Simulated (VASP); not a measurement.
Input of a VASP 6.6.1 run:

INCAR

```
SYSTEM = KBr
PREC     = Accurate       ! precision mode
ENCUT    = 520            ! plane-wave cutoff, eV
EDIFF    = 1E-6           ! SCF threshold, eV
ISMEAR   = 0              ! smearing method
SIGMA    = 0.01           ! smearing width, eV
LREAL    = .False.        ! projectors in reciprocal space
LASPH    = .True.         ! aspherical terms in the spheres
NELM     = 100            ! most SCF steps
ALGO     = Normal         ! electronic algorithm
ISIF     = 2              ! what is computed and relaxed
LWAVE    = .False.        ! write WAVECAR
LCHARG   = .True.         ! write CHGCAR
GGA      = PS             ! functional
LELF     = .True.         ! ELF
LVHAR    = .True.       
NBANDS   = 15             ! bands
```

KPOINTS

```
regular mesh
0
Gamma
  4 4 4
  0 0 0
```

POSCAR

```
KBr
1.0
    0.0000000000      3.3024386828      3.3024386828
    3.3024386828      0.0000000000      3.3024386828
    3.3024386828      3.3024386828      0.0000000000
K Br
1 1
Direct
    0.0000000000      0.0000000000      0.0000000000
    0.5000000000      0.5000000000      0.5000000000
```

Potentials or basis: VASP PAW PBE potentials, release 64 (K_sv, Br).

Launch:

```console
$ cat potpaw_PBE.64/K_sv/POTCAR potpaw_PBE.64/Br/POTCAR > POTCAR
$ mpirun -np 1 vasp_std > vasp.out
```

Problem. What does it give for the band gap on the k mesh?

Solution. 4.27 eV.

Problem. Predict the pressure.

Solution. -0.3 GPa.

Caveat: the PAW data sets were made with another functional, which shifts forces and pressure a little.
